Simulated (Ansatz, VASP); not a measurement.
**One calculation of LiH, two programs**

The input POSCAR:

```
LiH
1.0
    2.5016587118      0.0000000000      0.0000000000
    0.0000000000      2.5016587118      0.0000000000
    0.0000000000      0.0000000000      2.5016587118
Li H
1 1
Direct
    0.0000000000      0.0000000000      0.0000000000
    0.5000000000      0.5000000000      0.5000000000
```

Contents of INCAR.step1:

```
  PREC = Accurate
  ENCUT = 520
  EDIFF = 1E-5
  ISMEAR = 0
  SIGMA = 0.01
  LREAL = False
  LASPH = True
  NELM = 80
  ALGO = Normal
  ISIF = 2
  LWAVE = True
  LCHARG = False
  GGA = PE
  NBANDS = 9
```

The input INCAR.step2:

```
  PREC = Accurate
  ENCUT = 520
  EDIFF = 1E-6
  ISMEAR = 0
  SIGMA = 0.01
  LREAL = False
  LASPH = True
  NELM = 80
  ALGO = Normal
  ISIF = 2
  LWAVE = False
  LCHARG = False
  GGA = PE
  LHFCALC = True
  HFSCREEN = 0.2079
  PRECFOCK = Normal
  ISTART = 1
  NBANDS = 9
```

Contents of KPOINTS:

```
Automatic mesh
0
Gamma
  8 8 8
```

Input for Ansatz:

```yaml
crystal:
  lattice:
    - [2.5016587118, 0.0, 0.0]
    - [0.0, 2.5016587118, 0.0]
    - [0.0, 0.0, 2.5016587118]
  atoms:
    - { symbol: Li, position: [0.0, 0.0, 0.0] }
    - { symbol: H, position: [0.5, 0.5, 0.5] }
kpoints:
  mp_grid: { grid: [8, 8, 8] }
  band_path:
    path: [[0.0, 0.0, 0.0], [0.0, 0.5, 0.0], [0.5, 0.5, 0.0], [0.5, 0.5, 0.5]]
    npoints: 1
hamiltonian:
  xc: hse06
scf:
  occupations: { method: fixed }
  n_extra_bands: 4
output:
  forces: true
  stress: true
  eigenvalues: true
```

Alike in both runs: task single point; functional HSE06; k mesh 8 × 8 × 8; no spin polarisation.

|  | VASP | Ansatz |
| --- | --- | --- |
| version | VASP 6.6.1 | Ansatz 0.2.0 |
| potentials or method | VASP PAW PBE potentials, release 64 (Li_sv, H) | plane waves, PAW |
| plane-wave cutoff (eV) | 520 | 420 |
| occupations | gaussian, width 0.01 eV | fixed |
| valence electrons in the cell | 4 | 4 |

VASP gave:

| Property | Result |
| --- | --- |
| gap on the k mesh at the Fermi level (eV) | 1.43 |

Problem. Which values does Ansatz return?

Solution. gap on the k mesh at the Fermi level (eV): 1.41.

Ansatz's warnings: stress exchange threshold loose, stress scf threshold loose.

Noted on VASP's run: the cutoff is short for stress, so the pressure is rough.
